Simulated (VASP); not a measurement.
Input of a VASP 6.6.1 run:

INCAR

```
ALGO = Fast
EDIFF = 1E-7
ENCUT = 520
GGA = PE
ISIF = 2
ISMEAR = 0
IVDW = 12
LASPH = True
LCHARG = False
LREAL = False
LWAVE = False
NBANDS = 14
NELM = 80
PREC = Accurate
SIGMA = 0.15
```

KPOINTS

```
k-points
0
Gamma
  18 18 18
```

POSCAR

```
Bi
1.0
   -1.8968202662      1.8968202662      2.2025876931
    1.8968202662     -1.8968202662      2.2025876931
    1.8968202662      1.8968202662     -2.2025876931
Bi
1
Direct
    0.0000000000      0.0000000000      0.0000000000
```

Potentials or basis: VASP PAW PBE potentials, release 64 (Bi_d).

Launch:

```console
$ cat potpaw_PBE.64/Bi_d/POTCAR > POTCAR
$ mpirun -np 1 vasp_std > vasp.out
```

Estimate the dispersion energy per atom.

-0.497 eV.

Predict the pressure.

-2.5 GPa.

What does it give for the band gap on the k mesh?

Zero (an odd number of electrons rules out a gap without spin polarisation).

Stress tensor (GPa, compression positive):
```
-1.87  0.00  0.00
 0.00 -1.87  0.00
 0.00  0.00 -3.71
```

Caveat: spin-orbit coupling is left out, which moves the levels of the heavy elements.
